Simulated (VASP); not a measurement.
# BH8C2N (P-1) in VASP: electric field gradients with PBE+D3(BJ)

Aim: the electric field gradients of BH8C2N with PBE+D3(BJ).

Everything below comes from runs of VASP 6.6.1. Logs are shortened: lines on timing, memory, paths and dates and some standing lists are left out, and cuts for length are marked.

## 1. The cell of the first run

The typed cell holds 24 atoms: a = 5.787 Å, b = 5.963 Å, c = 6.135 Å, α = 81.18°, β = 81.97°, γ = 65.99°.

## 2. Electric field gradients, PBE+D3(BJ)

Contents of INCAR:

```
PREC = Accurate ; ENCUT = 520
EDIFF = 1E-8 ; ISMEAR = 0
SIGMA = 0.01 ; LREAL = Auto
LASPH = T ; NELM = 100
ALGO = Normal ; ISIF = 2
LWAVE = F ; LCHARG = F
GGA = PE ; IVDW = 12
LEFG = T ; NBANDS = 42
```

Contents of KPOINTS:

```
regular mesh
0
Gamma
  4 4 4
```

Contents of POSCAR:

```
BH8C2N
1.0
    5.7870133317     -0.0064092441     -0.0254850282
    2.4323031355      5.4443017192     -0.0453973886
    0.8838988781      0.6854431260      6.0321391975
B H C N
2 16 4 2
Direct
    0.4878047018      0.8691961815      0.8992772075
    0.5121952982      0.1308038185      0.1007227925
    0.6682402819      0.1431821802      0.5217335098
    0.3317597181      0.8568178198      0.4782664902
    0.8696126838      0.0298058461      0.7443066353
    0.1303873162      0.9701941539      0.2556933647
    0.6885993518      0.3531836957      0.6904027636
    0.3114006482      0.6468163043      0.3095972364
    0.2289913620      0.5179105195      0.7723879288
    0.7710086380      0.4820894805      0.2276120712
    0.0772033171      0.3122810450      0.8814576330
    0.9227966829      0.6877189550      0.1185423670
    0.2120109416      0.3080905930      0.6012751389
    0.7879890584      0.6919094070      0.3987248611
    0.2883292202      0.8592765233      0.8731799031
    0.7116707798      0.1407234767      0.1268200969
    0.6717615787      0.7217271155      0.8041789267
    0.3282384213      0.2782728845      0.1958210733
    0.6889528997      0.1688816147      0.6904117628
    0.3110471003      0.8311183853      0.3095882372
    0.2340873142      0.3321113744      0.7702053789
    0.7659126858      0.6678886256      0.2297946211
    0.4776599179      0.1444857304      0.8435935718
    0.5223400821      0.8555142696      0.1564064282
```

Potentials or basis: VASP PAW PBE potentials, release 64 (B, H, C, N).

On the command line:

```bash
cat potpaw_PBE.64/B/POTCAR potpaw_PBE.64/H/POTCAR potpaw_PBE.64/C/POTCAR potpaw_PBE.64/N/POTCAR > POTCAR
mpirun -np 1 vasp_std > vasp.out
```

OUTCAR:

```text
PREC = Accurate
   ENCUT = 520
   EDIFF = 1E-8
   ISMEAR = 0
   LREAL = Auto
   LASPH = T
   NELM = 100
   ISIF = 2
   GGA = PE
   IVDW = 12
 IVDW          = 12

 ion  position               nearest neighbor table
   1  0.488  0.869  0.899-  17 1.21  15 1.21  23 1.60  24 1.60
   2  0.512  0.131  0.101-  18 1.21  16 1.21  24 1.60  23 1.60
   3  0.668  0.143  0.522-  19 1.10
   4  0.332  0.857  0.478-  20 1.10
   5  0.870  0.030  0.744-  19 1.09
   6  0.130  0.970  0.256-  20 1.09
   7  0.689  0.353  0.690-  19 1.10
   8  0.311  0.647  0.310-  20 1.10
[... 8 lines left out ...]
  17  0.672  0.722  0.804-   1 1.21
  18  0.328  0.278  0.196-   2 1.21
  19  0.689  0.169  0.690-   5 1.09   7 1.10   3 1.10  23 1.48
  20  0.311  0.831  0.310-   6 1.09   8 1.10   4 1.10  24 1.48
  21  0.234  0.332  0.770-  11 1.09   9 1.10  13 1.10  23 1.48
  22  0.766  0.668  0.230-  12 1.09  10 1.10  14 1.10  24 1.48
  23  0.478  0.144  0.844-  21 1.48  19 1.48   1 1.60   2 1.60
  24  0.522  0.856  0.156-  22 1.48  20 1.48   2 1.60   1 1.60

  LATTYP: Found a triclinic cell.
 ALAT       =    11.9321715048
 B/A-ratio  =     0.4849974704
 C/A-ratio  =     1.0917825292
 COS(alpha) =     0.0059574649
 COS(beta)  =     0.6914219214
 COS(gamma) =     0.6948551862

  Lattice vectors:

 A1 = (   8.2578246498,  -6.1425633334,  -6.0377118653)
 A2 = (   5.7870133317,  -0.0064092441,  -0.0254850282)
 A3 = (   0.0385081826, -11.5804558085,  -5.9668294485)

Analysis of symmetry for initial positions (statically):
=====================================================================
 Subroutine PRICEL returns:
 Original cell was already a primitive cell.

 Routine SETGRP: Setting up the symmetry group for a
 triclinic supercell.

 Subroutine GETGRP returns: Found  2 space group operations
 (whereof  2 operations were pure point group operations)
 out of a pool of  2 trial point group operations.

The static configuration has the point symmetry S_2 .

Analysis of symmetry for dynamics (positions and initial velocities):
=====================================================================
 Subroutine PRICEL returns:
 Original cell was already a primitive cell.

 Routine SETGRP: Setting up the symmetry group for a
 triclinic supercell.

 Subroutine GETGRP returns: Found  2 space group operations
 (whereof  2 operations were pure point group operations)
 out of a pool of  2 trial point group operations.

The dynamic configuration has the point symmetry S_2 .

 Subroutine INISYM returns: Found  2 space group operations
 (whereof  2 operations are pure point group operations),
 and found     1 'primitive' translations

----------------------------------------------------------------------------------------

                                     Primitive cell

  volume of cell :     190.4046

  direct lattice vectors                    reciprocal lattice vectors
     5.787013332 -0.006409244 -0.025485028     0.172642392 -0.077267665 -0.016517495
     2.432303136  5.444301719 -0.045397389     0.000111305  0.183454595 -0.020862594
     0.883898878  0.685443126  6.032139198     0.000730230  0.001054218  0.165551873

  length of vectors
     5.787072996  5.963101599  6.134966406     0.189864465  0.184637073  0.165556840

  position of ions in fractional coordinates (direct lattice)
     0.487804702  0.869196182  0.899277207
     0.512195298  0.130803818  0.100722793
     0.668240282  0.143182180  0.521733510
     0.331759718  0.856817820  0.478266490
     0.869612684  0.029805846  0.744306635
     0.130387316  0.970194154  0.255693365
[... 16 lines left out ...]
     0.477659918  0.144485730  0.843593572
     0.522340082  0.855514270  0.156406428

  ion indices of the primitive-cell ions
   primitive index   ion index
                 1           1
[... 97 lines left out ...]
   EDIFFG = 0.1E-06   stopping-criterion for IOM
   NSW    =      0    number of steps for IOM
   IBRION =     -1    ionic relax: 0-MD 1-quasi-New 2-CG
   NFREE  =      0    steps in history (QN), initial steepest desc. (CG)
   ISIF   =      2    stress and relaxation
   ISYM   =      2    0-nonsym 1-usesym 2-fastsym
   POTIM  = 0.5000    time-step for ionic-motion
   TEBEG  =    0.0;   TEEND  =   0.0 temperature during run
   PSTRESS=    0.0 pullay stress
   NELECT =      48.0000    total number of electrons
   NUPDOWN=      -1.0000    fix difference up-down
   EMIN   =  10.00;   EMAX   =-10.00  energy-range for DOS
   EFERMI =   0.00;   METHOD = LEGACY
   ISMEAR =     0;   SIGMA  =   0.01  broadening in eV -4-tet -1-fermi 0-gaus
   EFERMI_NEDOS =   21; number of points for ismear=-14 and -15
   IALGO  =     38    algorithm
   IMIX   =      4    mixing-type and parameters
     AMIX     =   0.40;   BMIX     =  1.00
     AMIX_MAG =   1.60;   BMIX_MAG =  1.00
  volume/ion in A,a.u.               =       7.93        53.54
  Fermi-wavevector in a.u.,A,eV,Ry     =   1.034180  1.954317 14.551814  1.069528
  Thomas-Fermi vector in A             =   2.168463
   LORBIT       =      0    0 simple, 1 ext, 2 COOP (PROOUT), +10 PAW based schemes
   GGA     = PE    functional components
   LHFCALC =     F    Hartree Fock is set to
   AEXX    =    0.0000 exact exchange contribution
   IVDW    =    12    specifies the selected vdW correction
   LEPSILON=     F    determine dielectric tensor
   LRPA    =     F    only Hartree local field effects (RPA)
 non-spin polarized calculation
 Gauss-broadening in eV      SIGMA  =   0.01
  energy-cutoff  :      520.00
  volume of cell :      190.40
 maximum number of plane-waves:      5146
 NGX is ok and might be reduce to    48
   NGX = 21   NGY = 23   NGZ = 23

 number of electron      48.0000004 magnetization

 Free energy of the ion-electron system (eV)
  ---------------------------------------------------
  ext. energy  EPLUGINS =         0.00000000
  ---------------------------------------------------
  free energy    TOTEN  =      -125.98805371 eV

  energy without entropy =     -125.98805371  energy(sigma->0) =     -125.98805371

 E-fermi :  -1.4038     XC(G=0):  -7.8552

 val. band max:       -1.4969262445   @ k =   0.0000   0.0000   0.0000
 cond. band min:       3.8912349232   @ k =   0.2500   0.5000   0.5000
 fundamental gap:      5.3881611676
 Fermi energy:        -1.4038494031

 k-point     1 :       0.0000    0.0000    0.0000
  band No.  band energies     occupation
      1     -19.2509      2.00000
      2     -18.2821      2.00000
      3     -13.2546      2.00000
      4     -13.0810      2.00000
      5     -12.5961      2.00000
      6     -10.7818      2.00000
[... 925 lines left out ...]
     35       8.2208      0.00000
     36       8.5357      0.00000

 [... further k-points ...]

 [bands above 36 left out]

------------------------ aborting loop because EDIFF is reached ----------------------------------------

 Edisp (eV)   -1.36525

 E8    (eV) :    -0.3197

  FORCE on cell =-STRESS in cart. coord.  units (eV):
  Direction    XX          YY          ZZ          XY          YZ          ZX
  --------------------------------------------------------------------------------------
  -------------------------------------------------------------------------------------
  Total      -0.04574    -0.10254    -0.09210    -0.04193    -0.01770    -0.01511
  in kB      -0.38486    -0.86282    -0.77501    -0.35284    -0.14893    -0.12712
  external pressure =       -0.67 kB  Pullay stress =        0.00 kB

 VOLUME and BASIS-vectors are now :
 -----------------------------------------------------------------------------
  energy-cutoff  :      520.00
  volume of cell :      190.40
      direct lattice vectors                 reciprocal lattice vectors
     5.787013332 -0.006409244 -0.025485028     0.172642392 -0.077267665 -0.016517495
     2.432303136  5.444301719 -0.045397389     0.000111305  0.183454595 -0.020862594
     0.883898878  0.685443126  6.032139198     0.000730230  0.001054218  0.165551873

 POSITION                                       TOTAL-FORCE (eV/Angst)
 -----------------------------------------------------------------------------------
      5.73195      5.34544      5.37267         0.001683      0.001696      0.000381
      3.37126      0.77789      0.58858        -0.001683     -0.001696     -0.000381
      4.67654      1.13286      3.12364        -0.004448     -0.004611     -0.020996
      4.42668      4.99047      2.83762         0.004448      0.004611      0.020996
      5.76285      0.66688      4.46625         0.016062     -0.012759      0.004276
      3.34037      5.45646      1.49501        -0.016062      0.012759     -0.004276
[... 16 lines left out ...]
      3.86131      1.36180      5.06994        -0.002810     -0.017324      0.023646
      5.24191      4.76154      0.89132         0.002810      0.017324     -0.023646
 -----------------------------------------------------------------------------------
    total drift:                               -0.000000     -0.000000      0.000000

  FREE ENERGIE OF THE ION-ELECTRON SYSTEM (eV)
  ---------------------------------------------------
  free  energy   TOTEN  =      -127.3533076363 eV

  energy  without entropy=     -127.3533076363  energy(sigma->0) =     -127.35330764

 Electric field gradients (V/A^2)
---------------------------------------------------------------------
 ion       V_xx      V_yy      V_zz      V_xy      V_xz      V_yz
---------------------------------------------------------------------
   1     -14.010     4.030     9.979     8.420     3.641    -7.037
   2     -14.010     4.030     9.979     8.420     3.641    -7.037
   3      -8.726   -11.752    20.479     3.046    10.769     8.741
   4      -8.726   -11.752    20.479     3.046    10.769     8.741
   5       5.842     3.806    -9.648   -18.669     7.643    -8.545
   6       5.842     3.806    -9.648   -18.669     7.643    -8.545
[... 16 lines left out ...]
  23      27.167   -18.456    -8.712   -34.270   -23.174   -24.352
  24      27.167   -18.456    -8.712   -34.270   -23.174   -24.352
---------------------------------------------------------------------

 Electric field gradients after diagonalization (V/A^2)
 (convention: |V_zz| > |V_xx| > |V_yy|)
----------------------------------------------------------------------
 ion       V_xx      V_yy      V_zz     asymmetry (V_yy - V_xx)/ V_zz
----------------------------------------------------------------------
   1      14.756     3.866   -18.621       0.585
   2      14.756     3.866   -18.621       0.585
   3     -14.019   -12.253    26.273       0.067
   4     -14.019   -12.253    26.273       0.067
   5     -14.505   -12.572    27.078       0.071
   6     -14.505   -12.572    27.078       0.071
[... 16 lines left out ...]
  23      47.353    10.965   -58.318       0.624
  24      47.353    10.965   -58.318       0.624
----------------------------------------------------------------------

           NMR quadrupolar parameters

 Cq : quadrupolar parameter    Cq=e*Q*V_zz/h
 eta: asymmetry parameters     (V_yy - V_xx)/ V_zz
 Q  : nuclear electric quadrupole moment in mb (millibarn)
----------------------------------------------------------------------
 ion       Cq(MHz)       eta       Q (mb)
----------------------------------------------------------------------
   1      -0.045       0.585       1.000
   2      -0.045       0.585       1.000
   3       0.064       0.067       1.000
   4       0.064       0.067       1.000
   5       0.065       0.071       1.000
   6       0.065       0.071       1.000
[... 16 lines left out ...]
  23      -0.141       0.624       1.000
  24      -0.141       0.624       1.000
----------------------------------------------------------------------
```

Wall time 5.9 min (1 thread of Intel Xeon Platinum 8488C (Sapphire Rapids), shared host); peak memory 0.43 GiB.

Results:

```
Free energy                             : -127.3533 eV
Pressure                                : -0.1 GPa
Largest force                           : 0.029 eV/Å
Band gap on the k mesh                  : 5.39 eV (least direct gap 5.77 eV)
Largest electric field gradient by atom : B -18.6; H +26.3, +27.1, +26.4, +27.3, +18.0, +18.1 (each value once); C +30.6, +30.3 (each value once); N -58.3 V/Å²
Dispersion energy per atom              : -0.057 eV
```

Forces on the atoms (eV/Å):
```
B    0.002  0.002  0.000
B   -0.002 -0.002  0.000
H   -0.004 -0.005 -0.021
H    0.004  0.005  0.021
H    0.016 -0.013  0.004
H   -0.016  0.013 -0.004
H    0.010  0.019 -0.002
H   -0.010 -0.019  0.002
H    0.006  0.021 -0.001
H   -0.006 -0.021  0.001
H   -0.018  0.001  0.011
H    0.018 -0.001 -0.011
H   -0.008 -0.003 -0.020
H    0.008  0.003  0.020
H   -0.008 -0.001 -0.001
H    0.008  0.001  0.001
H    0.004 -0.006 -0.004
H   -0.004  0.006  0.004
C    0.012 -0.005 -0.008
C   -0.012  0.005  0.008
C   -0.017  0.007  0.005
C    0.017 -0.007 -0.005
N   -0.003 -0.017  0.024
N    0.003  0.017 -0.024
```

Electric field gradients, principal values (V/Å²):
```tsv
atom	least	middle	greatest (by size)
1 B	3.866	14.756	-18.621
2 B	3.866	14.756	-18.621
3 H	-12.253	-14.019	26.273
4 H	-12.253	-14.019	26.273
5 H	-12.572	-14.505	27.078
6 H	-12.572	-14.505	27.078
7 H	-12.322	-14.010	26.331
8 H	-12.322	-14.010	26.331
9 H	-12.396	-13.983	26.379
10 H	-12.396	-13.983	26.379
11 H	-12.757	-14.572	27.328
12 H	-12.757	-14.572	27.328
13 H	-12.326	-14.063	26.389
14 H	-12.326	-14.063	26.389
15 H	-8.622	-9.398	18.021
16 H	-8.622	-9.398	18.021
17 H	-8.663	-9.420	18.082
18 H	-8.663	-9.420	18.082
19 C	-14.794	-15.782	30.576
20 C	-14.794	-15.782	30.576
21 C	-14.016	-16.293	30.309
22 C	-14.016	-16.293	30.309
23 N	10.965	47.353	-58.318
24 N	10.965	47.353	-58.318
```

Caveat: without QUAD_EFG the Cq values of the log hold for a quadrupole moment of 1 mb, not for the nuclei. A k mesh can miss the band edges.
